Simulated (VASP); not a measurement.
Here is a VASP 6.6.1 calculation.

The input POSCAR:

```
Si
1.0
    0.0000000000      2.7202013342      2.7202013342
    2.7202013342      0.0000000000      2.7202013342
    2.7202013342      2.7202013342      0.0000000000
Si
2
Direct
    0.7500000000      0.7500000000      0.7500000000
    0.5000000000      0.5000000000      0.5000000000
```

INCAR.step1

```
PREC = Accurate
ENCUT = 520
EDIFF = 1E-5
ISMEAR = 0
SIGMA = 0.02
LREAL = False
LASPH = True
NELM = 100
ALGO = Normal
ISIF = 2
LWAVE = True
LCHARG = False
GGA = PE
NBANDS = 11
```

Contents of INCAR.step2:

```
PREC = Accurate
ENCUT = 520
EDIFF = 1E-6
ISMEAR = 0
SIGMA = 0.02
LREAL = False
LASPH = True
NELM = 100
ALGO = Normal
ISIF = 2
LWAVE = False
LCHARG = False
GGA = PE
LHFCALC = True
HFSCREEN = 0.2079
PRECFOCK = Normal
ISTART = 1
NBANDS = 11
```

Contents of KPOINTS:

```
Automatic mesh
0
Gamma
  8 8 8
```

Potentials or basis: VASP PAW PBE potentials, release 64 (Si).

Launch:

```sh
$ cat potpaw_PBE.64/Si/POTCAR > POTCAR
$ cp INCAR.step1 INCAR
$ mpirun -np 1 vasp_std > vasp.out
$ cp INCAR.step2 INCAR
$ mpirun -np 1 vasp_std > vasp.out
```

**Question.** Predict the pressure.

**Answer.** -0.4 GPa.

**Question.** Estimate the band gap on the k mesh.

**Answer.** 1.19 eV (least direct gap 3.32 eV).

Caveat: the PAW data sets were made with another functional, which shifts forces and pressure a little. A k mesh can miss the band edges.
